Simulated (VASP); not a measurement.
TePd3, 4 atoms in the cell. The structure is tetragonal, space group I4/mmm (No. 139). Conventional cell: a = 4.597 Å, b = 4.597 Å, c = 6.535 Å, α = 90.00°, β = 90.00°, γ = 90.00°. Within 3.7 Å of Te (site symmetry 4/mmm) lie 14 Pd at 2.82 to 3.27 Å. Within 3.7 Å of Pd (site symmetry -4m2) lie 4 Te at 2.82 Å and 10 Pd at 2.82 to 3.27 Å. Pd (site symmetry 4/mmm) has 8 Pd at 2.82 Å and 6 Te at 3.25 to 3.27 Å within 3.7 Å. 

| Quantity | Value |
| --- | --- |
| Program | VASP 6.6.1 |
| Task | single point |
| Functional | PBEsol |
| Potentials or basis | VASP PAW PBE potentials, release 64 (Te, Pd) |
| Cutoff | 520 eV |
| k mesh | 8 × 8 × 8 |
| Occupations | methfessel-paxton, width 0.1 eV |
| Spin | no spin polarisation |
| Dipole correction | no |
| Further INCAR settings | ALGO = Normal; EDIFF = 1e-06; NBANDS = 26 |

Potentials or basis: VASP PAW PBE potentials, release 64 (Te, Pd).

Run with:

```sh
$ cat potpaw_PBE.64/Te/POTCAR potpaw_PBE.64/Pd/POTCAR > POTCAR
$ mpirun -np 1 vasp_std > vasp.out
```

Hardware: 1 thread of Intel(R) Xeon(R) 6975P-C (Granite Rapids), on a shared host.

Question: How long does it take, and how much memory?

Answer: Wall time 44 s on 1 thread of Intel(R) Xeon(R) 6975P-C (Granite Rapids) (shared host), peak memory 0.25 GiB. Counts: scf iterations 13, k points 59.
